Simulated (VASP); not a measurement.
# PbSe (Fm-3m) in VASP: a series of runs

PbSe is run at these levels: r2SCAN; tasks: single point, relaxation of cell and atoms.

Program: VASP 6.6.1. These are calculated values, not measurements. Logs are shortened: lines on timing, memory, paths and dates and some standing lists are left out, and cuts for length are marked.

### Step 1. The cell of the first run

Symmetry: Fm-3m, No. 225, cubic system. Conventional cell: a = 6.178 Å, b = 6.178 Å, c = 6.178 Å, α = 90.00°, β = 90.00°, γ = 90.00°. Within 4.1 Å of Pb (site symmetry m-3m) lie 6 Se at 3.09 Å. Se (site symmetry m-3m) has 6 Pb at 3.09 Å within 4.1 Å.

### Step 2. Single point, r2SCAN

Input file POSCAR:

```
PbSe
1.0
    0.0000000000      3.0888743757      3.0888743757
    3.0888743757      0.0000000000      3.0888743757
    3.0888743757      3.0888743757      0.0000000000
Pb Se
1 1
Direct
    0.0000000000      0.0000000000      0.0000000000
    0.5000000000      0.5000000000      0.5000000000
```

Input file INCAR.step1:

```
PREC     = Accurate       # precision mode
ENCUT    = 520            # plane-wave cutoff, eV
ISMEAR   = 0              # smearing method
SIGMA    = 0.01           # smearing width, eV
LREAL    = F              # projectors in reciprocal space
LASPH    = T              # aspherical terms in the spheres
NELM     = 100            # most SCF steps
NBANDS   = 17             # bands
GGA      = PE             # functional
ALGO     = Normal         # electronic algorithm
EDIFF    = 1E-4           # SCF threshold, eV
LWAVE    = T              # write WAVECAR
LCHARG   = F              # write CHGCAR
```

Input file INCAR.step2:

```
PREC     = Accurate       # precision mode
ENCUT    = 520            # plane-wave cutoff, eV
EDIFF    = 1E-6           # SCF threshold, eV
ISMEAR   = 0              # smearing method
SIGMA    = 0.01           # smearing width, eV
LREAL    = F              # projectors in reciprocal space
LASPH    = T              # aspherical terms in the spheres
NELM     = 100            # most SCF steps
ALGO     = Normal         # electronic algorithm
ISIF     = 2              # what is computed and relaxed
LWAVE    = F              # write WAVECAR
LCHARG   = F              # write CHGCAR
METAGGA  = R2SCAN         # meta-GGA
LMIXTAU  = T            
NBANDS   = 17             # bands
ISTART   = 1
```

Input file KPOINTS:

```
regular mesh
0
Gamma
  10 10 10
```

Potentials or basis: VASP PAW PBE potentials, release 64 (Pb_d, Se).

Run with:

```bash
> cat potpaw_PBE.64/Pb_d/POTCAR potpaw_PBE.64/Se/POTCAR > POTCAR
> cp INCAR.step1 INCAR
> mpirun -np 1 vasp_std > vasp.out
> cp INCAR.step2 INCAR
> mpirun -np 1 vasp_std > vasp.out
```

OUTCAR:

```text
PREC = Accurate
   ENCUT = 520
   EDIFF = 1E-6
   ISMEAR = 0
   LREAL = F
   LASPH = T
   NELM = 100
   ISIF = 2
   METAGGA = R2SCAN
   ISTART = 1

 ion  position               nearest neighbor table
   1  0.000  0.000  0.000-   2 3.09   2 3.09   2 3.09   2 3.09   2 3.09   2 3.09
   2  0.500  0.500  0.500-   1 3.09   1 3.09   1 3.09   1 3.09   1 3.09   1 3.09

  LATTYP: Found a face centered cubic cell.
 ALAT       =     6.1777487514

  Lattice vectors:

 A1 = (   0.0000000000,   3.0888743757,   3.0888743757)
 A2 = (   3.0888743757,   0.0000000000,   3.0888743757)
 A3 = (   3.0888743757,   3.0888743757,   0.0000000000)

Analysis of symmetry for initial positions (statically):
=====================================================================
 Subroutine PRICEL returns:
 Original cell was already a primitive cell.

 Routine SETGRP: Setting up the symmetry group for a
 face centered cubic supercell.

 Subroutine GETGRP returns: Found 48 space group operations
 (whereof 48 operations were pure point group operations)
 out of a pool of 48 trial point group operations.

The static configuration has the point symmetry O_h .

Analysis of symmetry for dynamics (positions and initial velocities):
=====================================================================
 Subroutine PRICEL returns:
 Original cell was already a primitive cell.

 Routine SETGRP: Setting up the symmetry group for a
 face centered cubic supercell.

 Subroutine GETGRP returns: Found 48 space group operations
 (whereof 48 operations were pure point group operations)
 out of a pool of 48 trial point group operations.

The dynamic configuration has the point symmetry O_h .

 Subroutine INISYM returns: Found 48 space group operations
 (whereof 48 operations are pure point group operations),
 and found     1 'primitive' translations

----------------------------------------------------------------------------------------

                                     Primitive cell

  volume of cell :      58.9428

  direct lattice vectors                    reciprocal lattice vectors
     0.000000000  3.088874376  3.088874376    -0.161871264  0.161871264  0.161871264
     3.088874376  0.000000000  3.088874376     0.161871264 -0.161871264  0.161871264
     3.088874376  3.088874376  0.000000000     0.161871264  0.161871264 -0.161871264

  length of vectors
     4.368328035  4.368328035  4.368328035     0.280369254  0.280369254  0.280369254

  position of ions in fractional coordinates (direct lattice)
     0.000000000  0.000000000  0.000000000
     0.500000000  0.500000000  0.500000000

  ion indices of the primitive-cell ions
   primitive index   ion index
                 1           1
                 2           2

----------------------------------------------------------------------------------------

 KPOINTS: regular mesh

Automatic generation of k-mesh.
 Grid dimensions read from file:
 generate k-points for:   10   10   10

 Generating k-lattice:

  Cartesian coordinates                     Fractional coordinates (reciprocal lattice)
    -0.016187126  0.016187126  0.016187126     0.100000000  0.000000000  0.000000000
     0.016187126 -0.016187126  0.016187126     0.000000000  0.100000000  0.000000000
     0.016187126  0.016187126 -0.016187126     0.000000000  0.000000000  0.100000000

  Length of vectors
     0.028036925  0.028036925  0.028036925

  Shift w.r.t. Gamma in fractional coordinates (k-lattice)
     0.000000000  0.000000000  0.000000000

 Subroutine IBZKPT returns following result:
 ===========================================

 Found     47 irreducible k-points:

 Following reciprocal coordinates:
            Coordinates               Weight
  0.000000  0.000000  0.000000      1.000000
  0.100000  0.000000  0.000000      8.000000
  0.200000  0.000000  0.000000      8.000000
  0.300000  0.000000  0.000000      8.000000
  0.400000  0.000000  0.000000      8.000000
  0.500000  0.000000  0.000000      4.000000
[... 16 lines left out ...]
  0.300000  0.300000  0.000000      6.000000
  0.400000  0.300000  0.000000     24.000000
 [... further k-points ...]
   k-points           NKPTS =     47   k-points in BZ     NKDIM =     47   number of bands    NBANDS=     17
   number of dos      NEDOS =    301   number of ions     NIONS =      2
   total plane-waves  NPLWV =  32768
   dimension x,y,z NGX =    32 NGY =   32 NGZ =   32
   dimension x,y,z NGXF=    64 NGYF=   64 NGZF=   64
   ions per type =               1   1
   NGX,Y,Z   is equivalent  to a cutoff of  12.18, 12.18, 12.18 a.u.
   NGXF,Y,Z  is equivalent  to a cutoff of  24.36, 24.36, 24.36 a.u.
 SYSTEM =  unknown system
   PREC   = accura    normal or accurate (medium, high low for compatibility)
   ISTART =      1    job   : 0-new  1-cont  2-samecut
   ICHARG =      0    charge: 1-file 2-atom 10-const
   ISPIN  =      1    spin polarized calculation?
   LNONCOLLINEAR =      F non collinear calculations
   LSORBIT =      F    spin-orbit coupling
   LASPH  =      T    aspherical Exc in radial PAW
   ENCUT  =  520.0 eV  38.22 Ry    6.18 a.u.   8.12  8.12  8.12*2*pi/ulx,y,z
   NELM   =    100;   NELMIN=  2; NELMDL=  0     # of ELM steps
   EDIFF  = 0.1E-05   stopping-criterion for ELM
   LREAL  =      F    real-space projection
   EDIFFG = 0.1E-04   stopping-criterion for IOM
   NSW    =      0    number of steps for IOM
   IBRION =     -1    ionic relax: 0-MD 1-quasi-New 2-CG
   NFREE  =      0    steps in history (QN), initial steepest desc. (CG)
   ISIF   =      2    stress and relaxation
   ISYM   =      2    0-nonsym 1-usesym 2-fastsym
   POTIM  = 0.5000    time-step for ionic-motion
   TEBEG  =    0.0;   TEEND  =   0.0 temperature during run
   PSTRESS=    0.0 pullay stress
   NELECT =      20.0000    total number of electrons
   NUPDOWN=      -1.0000    fix difference up-down
   EMIN   =  10.00;   EMAX   =-10.00  energy-range for DOS
   EFERMI =   0.00;   METHOD = LEGACY
   ISMEAR =     0;   SIGMA  =   0.01  broadening in eV -4-tet -1-fermi 0-gaus
   EFERMI_NEDOS =   21; number of points for ismear=-14 and -15
   IALGO  =     38    algorithm
   IMIX   =      4    mixing-type and parameters
     AMIX     =   0.40;   BMIX     =  1.00
     AMIX_MAG =   1.60;   BMIX_MAG =  1.00
  volume/ion in A,a.u.               =      29.47       198.88
  Fermi-wavevector in a.u.,A,eV,Ry     =   1.141847  2.157778 17.739474  1.303815
  Thomas-Fermi vector in A             =   2.278546
   LORBIT       =      0    0 simple, 1 ext, 2 COOP (PROOUT), +10 PAW based schemes
   METAGGA = R2SCAN    functional components
   LHFCALC =     F    Hartree Fock is set to
   AEXX    =    0.0000 exact exchange contribution
   IVDW    =     0    specifies the selected vdW correction
   LEPSILON=     F    determine dielectric tensor
   LRPA    =     F    only Hartree local field effects (RPA)
 non-spin polarized calculation
 Gauss-broadening in eV      SIGMA  =   0.01
  energy-cutoff  :      520.00
  volume of cell :       58.94
 maximum number of plane-waves:      1604
   NGX = 17   NGY = 17   NGZ = 17

 number of electron      19.9999993 magnetization

 Free energy of the ion-electron system (eV)
  ---------------------------------------------------
  ext. energy  EPLUGINS =         0.00000000
  ---------------------------------------------------
  free energy    TOTEN  =       -71.93894915 eV

  energy without entropy =      -71.93894915  energy(sigma->0) =      -71.93894915

 E-fermi :   4.6011     XC(G=0):  -9.9318

 val. band max:        4.5540501638   @ k =   0.5000   0.0000   0.0000
 cond. band min:       5.2249082343   @ k =   0.5000   0.0000   0.0000
 fundamental gap:      0.6708580704
 Fermi energy:         4.6011289856

 k-point     1 :       0.0000    0.0000    0.0000
  band No.  band energies     occupation
      1     -12.8477      2.00000
      2     -12.8477      2.00000
      3     -12.8477      2.00000
      4     -12.8429      2.00000
      5     -12.8429      2.00000
      6      -9.3334      2.00000
[... 9 lines left out ...]
     16      11.5938      0.00000
     17      13.3009      0.00000

 k-point     2 :       0.1000    0.0000    0.0000
  band No.  band energies     occupation
      1     -12.8473      2.00000
      2     -12.8471      2.00000
      3     -12.8470      2.00000
      4     -12.8430      2.00000
      5     -12.8430      2.00000
      6      -9.2581      2.00000
[... 9 lines left out ...]
     16      11.8212      0.00000
     17      14.0177      0.00000

 k-point     3 :       0.2000    0.0000    0.0000
  band No.  band energies     occupation
      1     -12.8520      2.00000
      2     -12.8520      2.00000
      3     -12.8464      2.00000
      4     -12.8365      2.00000
      5     -12.8365      2.00000
      6      -9.0446      2.00000
[... 9 lines left out ...]
     16      12.4070      0.00000
     17      15.4571      0.00000

 k-point     4 :       0.3000    0.0000    0.0000
  band No.  band energies     occupation
      1     -12.8590      2.00000
      2     -12.8590      2.00000
      3     -12.8455      2.00000
      4     -12.8276      2.00000
      5     -12.8276      2.00000
      6      -8.7366      2.00000
[... 9 lines left out ...]
     16      13.2996      0.00000
     17      16.7959      0.00000
[... 343 lines left out ...]
      1     -12.8649      2.00000
      2     -12.8577      2.00000
      3     -12.8430      2.00000
      4     -12.8331      2.00000
      5     -12.8265      2.00000
      6      -8.6256      2.00000
[... 9 lines left out ...]
     16      14.6244      0.00000
     17      15.2461      0.00000

 k-point    23 :       0.3000    0.3000    0.0000
  band No.  band energies     occupation
      1     -12.9092      2.00000
      2     -12.8580      2.00000
      3     -12.8317      2.00000
      4     -12.8221      2.00000
      5     -12.8221      2.00000
      6      -8.5154      2.00000
[... 9 lines left out ...]
     16      15.1262      0.00000
     17      15.6511      0.00000

 k-point    24 :       0.4000    0.3000    0.0000
  band No.  band energies     occupation
      1     -12.9255      2.00000
      2     -12.8579      2.00000
      3     -12.8333      2.00000
      4     -12.8178      2.00000
      5     -12.8154      2.00000
      6      -8.2771      2.00000
[... 9 lines left out ...]
     16      15.8459      0.00000
     17      16.5763      0.00000

 [... further k-points ...]
[... 5 lines left out ...]
  --------------------------------------------------------------------------------------
  -------------------------------------------------------------------------------------
  Total        0.0077842      0.0077842      0.0077842      0.0000000      0.0000000     -0.0000000
  in kB        0.2115902      0.2115902      0.2115902      0.0000000      0.0000000     -0.0000000
  external PRESSURE =       0.2115902 kB  Pullay stress =       0.0000000 kB

 VOLUME and BASIS-vectors are now :
 -----------------------------------------------------------------------------
  energy-cutoff  :      520.00
  volume of cell :       58.94
      direct lattice vectors                 reciprocal lattice vectors
     0.000000000  3.088874376  3.088874376    -0.161871264  0.161871264  0.161871264
     3.088874376  0.000000000  3.088874376     0.161871264 -0.161871264  0.161871264
     3.088874376  3.088874376  0.000000000     0.161871264  0.161871264 -0.161871264

 POSITION                                       TOTAL-FORCE (eV/Angst)
 -----------------------------------------------------------------------------------
      0.00000      0.00000      0.00000         0.000000      0.000000      0.000000
      3.08887      3.08887      3.08887        -0.000000     -0.000000     -0.000000
 -----------------------------------------------------------------------------------
    total drift:                                0.000000     -0.000000     -0.000000

  FREE ENERGIE OF THE ION-ELECTRON SYSTEM (eV)
  ---------------------------------------------------
  free  energy   TOTEN  =       -71.9389491470 eV

  energy  without entropy=      -71.9389491470  energy(sigma->0) =      -71.93894915
```

Wall time 40 s (1 thread of Intel Xeon 6975P-C (Granite Rapids), shared host); peak memory 0.21 GiB.

Results:

```
Free energy            : -71.9389 eV
Pressure               : 0.0 GPa
Band gap on the k mesh : 0.67 eV
```

Levels at points of the mesh, in eV from the valence-band top:
```csv
k point,band 8,band 9,band 10,band 11,band 12,band 13
"(0.00, 0.00, 0.00)",-1.87,-1.87,-1.87,5.00,5.00,5.00
"(0.50, 0.00, 0.00)",-1.48,-1.48,0.00,0.67,2.00,2.00
"(0.50, 0.50, 0.00)",-4.90,-3.19,-3.19,4.16,5.91,5.91
```

Caveat: the PAW data sets were made with another functional, which shifts forces and pressure a little; spin-orbit coupling is left out, which moves the levels of the heavy elements.

### Step 3. Relaxation of cell and atoms, r2SCAN

This run uses another cell than the first one, of 28.37 Å³/atom.

Input file POSCAR:

```
PbSe
1.0
    0.0000000000      3.0500000000      3.0500000000
    3.0500000000      0.0000000000      3.0500000000
    3.0500000000      3.0500000000      0.0000000000
Pb Se
1 1
Direct
    0.0000000000      0.0000000000      0.0000000000
    0.5000000000      0.5000000000      0.5000000000
```

Input file INCAR.step1:

```
SYSTEM = PbSe
PREC     = Accurate       ! precision mode
ENCUT    = 600            ! plane-wave cutoff, eV
ISMEAR   = 0              ! smearing method
SIGMA    = 0.01           ! smearing width, eV
LREAL    = .False.        ! projectors in reciprocal space
LASPH    = .True.         ! aspherical terms in the spheres
NELM     = 60             ! most SCF steps
GGA      = PE             ! functional
ALGO     = Normal         ! electronic algorithm
EDIFF    = 1E-4           ! SCF threshold, eV
LWAVE    = .True.         ! write WAVECAR
LCHARG   = .False.        ! write CHGCAR
```

Input file INCAR.step2:

```
SYSTEM = PbSe
PREC     = Accurate       ! precision mode
ENCUT    = 600            ! plane-wave cutoff, eV
EDIFF    = 1E-6           ! SCF threshold, eV
ISMEAR   = 0              ! smearing method
SIGMA    = 0.01           ! smearing width, eV
LREAL    = .False.        ! projectors in reciprocal space
LASPH    = .True.         ! aspherical terms in the spheres
NELM     = 60             ! most SCF steps
ALGO     = Normal         ! electronic algorithm
ISIF     = 3              ! what is computed and relaxed
LWAVE    = .False.        ! write WAVECAR
LCHARG   = .False.        ! write CHGCAR
METAGGA  = R2SCAN         ! meta-GGA
LMIXTAU  = .True.       
IBRION   = 2              ! ionic algorithm
NSW      = 80             ! ionic steps
EDIFFG   = -0.005         ! ionic threshold
ISTART   = 1
```

Input file KPOINTS:

```
Automatic mesh
0
Gamma
  10 10 10
  0 0 0
```

Potentials or basis: VASP PAW PBE potentials, release 64 (Pb_d, Se).

Run with:

```bash
> cat potpaw_PBE.64/Pb_d/POTCAR potpaw_PBE.64/Se/POTCAR > POTCAR
> cp INCAR.step1 INCAR
> mpirun -np 1 vasp_std > vasp.out
> cp INCAR.step2 INCAR
> mpirun -np 1 vasp_std > vasp.out
```

Run time: 2.9 min. Hardware: 1 thread of Intel Xeon 6975P-C (Granite Rapids), shared host; peak memory 0.26 GiB.

Results (log left out):

- Free energy: -71.9394 eV
- Relaxed volume: 29.49 Å³/atom
- Relaxed cell: a = 4.369 Å, b = 4.369 Å, c = 4.369 Å, α = 60.00°, β = 60.00°, γ = 60.00°
- Space group after relaxing (to 0.1 Å): Fm-3m (No. 225)
- Energy gained by relaxing: 7.3 meV/atom
- Ionic steps: 3
- Pressure after relaxing: 0.0 GPa
- Band gap on the k mesh: 0.67 eV

Step by step:
| step | energy change (eV) | largest force (eV/Å) | pressure (GPa) | volume (Å³) |
| --- | --- | --- | --- | --- |
| 1 | 0.0000 | 0.0000 | 2.17 | 56.75 |
| 2 | -0.0120 | 0.0000 | -0.83 | 59.97 |
| 3 | -0.0146 | 0.0000 | 0.01 | 58.97 |

Final structure:
```
CELL_PARAMETERS angstrom
0.00000 3.08939 3.08939
3.08939 0.00000 3.08939
3.08939 3.08939 0.00000
ATOMIC_POSITIONS crystal
Pb 0.00000 0.00000 0.00000
Se 0.50000 0.50000 0.50000
```

Levels at points of the mesh, in eV from the valence-band top:
| k point | band 8 | band 9 | band 10 | band 11 | band 12 | band 13 |
| --- | --- | --- | --- | --- | --- | --- |
| (0.00, 0.00, 0.00) | -1.87 | -1.87 | -1.87 | 5.00 | 5.00 | 5.00 |
| (0.50, 0.00, 0.00) | -1.47 | -1.47 | 0.00 | 0.67 | 2.00 | 2.00 |
| (0.50, 0.50, 0.00) | -4.89 | -3.19 | -3.19 | 4.16 | 5.91 | 5.91 |

Caveat: the PAW data sets were made with another functional, which shifts forces and pressure a little; spin-orbit coupling is left out, which moves the levels of the heavy elements.
